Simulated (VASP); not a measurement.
Wanted: the native input for a VASP 6.6.1 run.

| Item | Value |
| --- | --- |
| Task | single point |
| Functional | PBEsol |
| Potentials or basis | VASP PAW PBE potentials, release 64 (Bi_d, Te) |
| Cutoff | 520 eV |
| k mesh | 7 × 7 × 7 |
| Occupations | fermi-dirac, width 0.05 eV |
| Spin | no spin polarisation |
| Dipole correction | no |
| Further INCAR settings | ALGO = Normal; EDIFF = 1e-07; NBANDS = 18 |

The structure of BiTe lies in POSCAR:

```
BiTe
1.0
    2.4064474992      1.3893631114      3.2950275793
   -2.4064474992      1.3893631114      3.2950275793
    0.0000000000     -2.7787262229      3.2950275793
Bi Te
1 1
Direct
    0.5000000000      0.5000000000      0.5000000000
    0.0000000000      0.0000000000      0.0000000000
```

This cell differs from its parent crystal: volume scaled by 0.98.

The input as run:

INCAR

```
SYSTEM = BiTe
PREC = Accurate ; ENCUT = 520
EDIFF = 1E-7 ; ISMEAR = -1
SIGMA = 0.05 ; LREAL = .False.
LASPH = .True. ; NELM = 80
ALGO = Normal ; ISIF = 2
LWAVE = .False. ; LCHARG = .True.
GGA = PS ; LELF = .True.
LVHAR = .True. ; NBANDS = 18
```

KPOINTS

```
Automatic mesh
0
Gamma
  7 7 7
  0 0 0
```

Potentials or basis: VASP PAW PBE potentials, release 64 (Bi_d, Te).

The run is started by

```console
$ cat potpaw_PBE.64/Bi_d/POTCAR potpaw_PBE.64/Te/POTCAR > POTCAR
$ mpirun -np 1 vasp_std > vasp.out
```

It gave:

```yaml
Pressure: -1.4 GPa
```

Caveat: the PAW data sets were made with another functional, which shifts forces and pressure a little.

Run time: 30 s on 1 thread of Intel(R) Xeon(R) Platinum 8488C (Sapphire Rapids) (shared host), peak memory 0.2 GiB.
